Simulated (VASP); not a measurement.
# KI (Fm-3m) in VASP: notebook, part 2 of 3

VASP 6.6.1.

**3. Single point, PBE-based screened hybrid with 75 % exact exchange**

Input file POSCAR:

```
KI
1.0
    0.0000000000      3.5442842980      3.5442842980
    3.5442842980      0.0000000000      3.5442842980
    3.5442842980      3.5442842980      0.0000000000
K I
1 1
Direct
    0.0000000000      0.0000000000      0.0000000000
    0.5000000000      0.5000000000      0.5000000000
```

Input file INCAR.step1:

```
SYSTEM = KI
PREC = Accurate ; ENCUT = 520
EDIFF = 1E-5 ; ISMEAR = 0
SIGMA = 0.01 ; LREAL = .FALSE.
LASPH = .TRUE. ; NELM = 100
ALGO = Normal ; ISIF = 2
LWAVE = .TRUE. ; LCHARG = .FALSE.
GGA = PE ; NBANDS = 15
```

Input file INCAR.step2:

```
SYSTEM = KI
PREC = Accurate ; ENCUT = 520
EDIFF = 1E-6 ; ISMEAR = 0
SIGMA = 0.01 ; LREAL = .FALSE.
LASPH = .TRUE. ; NELM = 100
ALGO = Normal ; ISIF = 2
LWAVE = .FALSE. ; LCHARG = .FALSE.
GGA = PE ; LHFCALC = .TRUE.
AEXX = 0.75 ; HFSCREEN = 0.5
PRECFOCK = Normal ; ISTART = 1
NBANDS = 15
```

Input file KPOINTS:

```
Automatic mesh
0
G
  4 4 4
  0 0 0
```

Potentials or basis: VASP PAW PBE potentials, release 64 (K_sv, I).

Started as:

```console
cat potpaw_PBE.64/K_sv/POTCAR potpaw_PBE.64/I/POTCAR > POTCAR
cp INCAR.step1 INCAR
mpirun -np 1 vasp_std > vasp.out
cp INCAR.step2 INCAR
mpirun -np 1 vasp_std > vasp.out
```

OUTCAR:

```text
SYSTEM = KI
   PREC = Accurate
   ENCUT = 520
   EDIFF = 1E-6
   ISMEAR = 0
   LREAL = .FALSE.
   LASPH = .TRUE.
   NELM = 100
   ISIF = 2
   GGA = PE
   LHFCALC = .TRUE.
   AEXX = 0.75
   HFSCREEN = 0.5
   PRECFOCK = Normal
   ISTART = 1

 ion  position               nearest neighbor table
   1  0.000  0.000  0.000-   2 3.54   2 3.54   2 3.54   2 3.54   2 3.54   2 3.54
   2  0.500  0.500  0.500-   1 3.54   1 3.54   1 3.54   1 3.54   1 3.54   1 3.54

  LATTYP: Found a face centered cubic cell.
 ALAT       =     7.0885685960

  Lattice vectors:

 A1 = (   0.0000000000,   3.5442842980,   3.5442842980)
 A2 = (   3.5442842980,   0.0000000000,   3.5442842980)
 A3 = (   3.5442842980,   3.5442842980,   0.0000000000)

Analysis of symmetry for initial positions (statically):
=====================================================================
 Subroutine PRICEL returns:
 Original cell was already a primitive cell.

 Routine SETGRP: Setting up the symmetry group for a
 face centered cubic supercell.

 Subroutine GETGRP returns: Found 48 space group operations
 (whereof 48 operations were pure point group operations)
 out of a pool of 48 trial point group operations.

The static configuration has the point symmetry O_h .

Analysis of symmetry for dynamics (positions and initial velocities):
=====================================================================
 Subroutine PRICEL returns:
 Original cell was already a primitive cell.

 Routine SETGRP: Setting up the symmetry group for a
 face centered cubic supercell.

 Subroutine GETGRP returns: Found 48 space group operations
 (whereof 48 operations were pure point group operations)
 out of a pool of 48 trial point group operations.

The dynamic configuration has the point symmetry O_h .

 Subroutine INISYM returns: Found 48 space group operations
 (whereof 48 operations are pure point group operations),
 and found     1 'primitive' translations

----------------------------------------------------------------------------------------

                                     Primitive cell

  volume of cell :      89.0463

  direct lattice vectors                    reciprocal lattice vectors
     0.000000000  3.544284298  3.544284298    -0.141072205  0.141072205  0.141072205
     3.544284298  0.000000000  3.544284298     0.141072205 -0.141072205  0.141072205
     3.544284298  3.544284298  0.000000000     0.141072205  0.141072205 -0.141072205

  length of vectors
     5.012374923  5.012374923  5.012374923     0.244344226  0.244344226  0.244344226

  position of ions in fractional coordinates (direct lattice)
     0.000000000  0.000000000  0.000000000
     0.500000000  0.500000000  0.500000000

  ion indices of the primitive-cell ions
   primitive index   ion index
                 1           1
                 2           2

----------------------------------------------------------------------------------------

 KPOINTS: Automatic mesh

Automatic generation of k-mesh.
 Grid dimensions read from file:
 generate k-points for:    4    4    4

 Generating k-lattice:

  Cartesian coordinates                     Fractional coordinates (reciprocal lattice)
    -0.035268051  0.035268051  0.035268051     0.250000000  0.000000000  0.000000000
[... 32 lines left out ...]
 SYSTEM =  KI
   PREC   = accura    normal or accurate (medium, high low for compatibility)
   ISTART =      1    job   : 0-new  1-cont  2-samecut
   ICHARG =      0    charge: 1-file 2-atom 10-const
   ISPIN  =      1    spin polarized calculation?
   LNONCOLLINEAR =      F non collinear calculations
   LSORBIT =      F    spin-orbit coupling
   LASPH  =      T    aspherical Exc in radial PAW
   ENCUT  =  520.0 eV  38.22 Ry    6.18 a.u.   9.32  9.32  9.32*2*pi/ulx,y,z
   NELM   =    100;   NELMIN=  2; NELMDL=  0     # of ELM steps
   EDIFF  = 0.1E-05   stopping-criterion for ELM
   LREAL  =      F    real-space projection
   EDIFFG = 0.1E-04   stopping-criterion for IOM
   NSW    =      0    number of steps for IOM
   IBRION =     -1    ionic relax: 0-MD 1-quasi-New 2-CG
   NFREE  =      0    steps in history (QN), initial steepest desc. (CG)
   ISIF   =      2    stress and relaxation
   ISYM   =      3    0-nonsym 1-usesym 2-fastsym
   POTIM  = 0.5000    time-step for ionic-motion
   TEBEG  =    0.0;   TEEND  =   0.0 temperature during run
   PSTRESS=    0.0 pullay stress
   NELECT =      16.0000    total number of electrons
   NUPDOWN=      -1.0000    fix difference up-down
   EMIN   =  10.00;   EMAX   =-10.00  energy-range for DOS
   EFERMI =   0.00;   METHOD = LEGACY
   ISMEAR =     0;   SIGMA  =   0.01  broadening in eV -4-tet -1-fermi 0-gaus
   EFERMI_NEDOS =   21; number of points for ismear=-14 and -15
   IALGO  =     38    algorithm
   IMIX   =      1    mixing-type and parameters
     AMIX     =   0.40;   BMIX     =  1.00
     AMIX_MAG =   1.60;   BMIX_MAG =  1.00
  volume/ion in A,a.u.               =      44.52       300.46
  Fermi-wavevector in a.u.,A,eV,Ry     =   0.923796  1.745722 11.611210  0.853400
  Thomas-Fermi vector in A             =   2.049472
   LORBIT       =      0    0 simple, 1 ext, 2 COOP (PROOUT), +10 PAW based schemes
   GGA     = PE    functional components
   LHFCALC =     T    Hartree Fock is set to
   PRECFOCK=normal    Normal, Fast or Accurate (Low or Medium for compatibility)
   ENCUT4O =  -1.0   cutoff for four orbital integrals eV
   NKREDX  =     1    reduce k-point grid by
   NKREDY  =     1    reduce k-point grid by
   NKREDZ  =     1    reduce k-point grid by
   AEXX    =    0.7500 exact exchange contribution
   HFSCREEN=    0.5000 screening length (either q_TF or 0.3 A-1)
   HFSCREENC=   0.5000 screening length for correlation (either q_TF or 0.3 A-1)
   ENCUTFOCK=  -1.0 apply spherical cutoff to Coloumb kernel
   IVDW    =     0    specifies the selected vdW correction
   LEPSILON=     F    determine dielectric tensor
   LRPA    =     F    only Hartree local field effects (RPA)
 non-spin polarized calculation
 Gauss-broadening in eV      SIGMA  =   0.01
  energy-cutoff  :      520.00
  volume of cell :       89.05
 maximum number of plane-waves:      2421
 NGX is ok and might be reduce to    40
  NGX = 28; NGY = 28; NGZ = 28

 number of electron      15.9999999 magnetization

 Free energy of the ion-electron system (eV)
  ---------------------------------------------------
  ext. energy  EPLUGINS =         0.00000000
  ---------------------------------------------------
  free energy    TOTEN  =        -6.99647679 eV

  energy without entropy =       -6.99647679  energy(sigma->0) =       -6.99647679

 E-fermi :  -1.5005     XC(G=0):  -4.8359

 val. band max:       -1.6436575104   @ k =   0.0000   0.0000   0.0000
 cond. band min:       3.7225456197   @ k =   0.0000   0.0000   0.0000
 fundamental gap:      5.3662031301
 Fermi energy:        -1.5004948785

 k-point     1 :       0.0000    0.0000    0.0000
  band No.  band energies     occupation
      1     -36.2580      2.00000
      2     -15.9693      2.00000
      3     -15.9693      2.00000
      4     -15.9693      2.00000
      5     -14.0399      2.00000
      6      -1.6437      2.00000
      7      -1.6437      2.00000
      8      -1.6437      2.00000
      9       3.7225      0.00000
     10       6.4840      0.00000
     11       6.4840      0.00000
     12       6.4840      0.00000
     13       7.4287      0.00000
     14       7.4287      0.00000
[... 113 lines left out ...]
      2     -16.0160      2.00000
      3     -15.9963      2.00000
      4     -15.9963      2.00000
      5     -13.8215      2.00000
      6      -2.3822      2.00000
      7      -2.3822      2.00000
      8      -2.2388      2.00000
      9       6.3280      0.00000
     10       6.3280      0.00000
     11       6.5535      0.00000
     12       8.2970      0.00000
     13       9.1780      0.00000
     14      10.5084      0.00000
     15      10.8911      0.00000

------------------------ aborting loop because EDIFF is reached ----------------------------------------

  FORCE on cell =-STRESS in cart. coord.  units (eV):
  Direction    XX          YY          ZZ          XY          YZ          ZX
  --------------------------------------------------------------------------------------
  -------------------------------------------------------------------------------------
  Total       -0.0042492     -0.0042492     -0.0042492     -0.0000000      0.0000000     -0.0000000
  in kB       -0.0764551     -0.0764551     -0.0764551     -0.0000000      0.0000000     -0.0000000
  external PRESSURE =      -0.0764551 kB  Pullay stress =       0.0000000 kB

 VOLUME and BASIS-vectors are now :
 -----------------------------------------------------------------------------
  energy-cutoff  :      520.00
  volume of cell :       89.05
      direct lattice vectors                 reciprocal lattice vectors
     0.000000000  3.544284298  3.544284298    -0.141072205  0.141072205  0.141072205
     3.544284298  0.000000000  3.544284298     0.141072205 -0.141072205  0.141072205
     3.544284298  3.544284298  0.000000000     0.141072205  0.141072205 -0.141072205

 POSITION                                       TOTAL-FORCE (eV/Angst)
 -----------------------------------------------------------------------------------
      0.00000      0.00000      0.00000        -0.000000      0.000000      0.000000
      3.54428      3.54428      3.54428         0.000000     -0.000000     -0.000000
 -----------------------------------------------------------------------------------
    total drift:                                0.000000      0.000000      0.000000

  FREE ENERGIE OF THE ION-ELECTRON SYSTEM (eV)
  ---------------------------------------------------
  free  energy   TOTEN  =        -6.9964767929 eV

  energy  without entropy=       -6.9964767929  energy(sigma->0) =       -6.99647679
```

Run time: 6.5 min. Hardware: 1 thread of Intel Xeon Platinum 8559C (Emerald Rapids), shared host; peak memory 0.35 GiB.

Results:

```
Free energy            : -6.9965 eV
Pressure               : 0.0 GPa
Band gap on the k mesh : 5.37 eV
```

Caveat: the PAW data sets were made with another functional, which shifts forces and pressure a little; spin-orbit coupling is left out, which moves the levels of the heavy elements.

(Continued in part 3 of 3.)
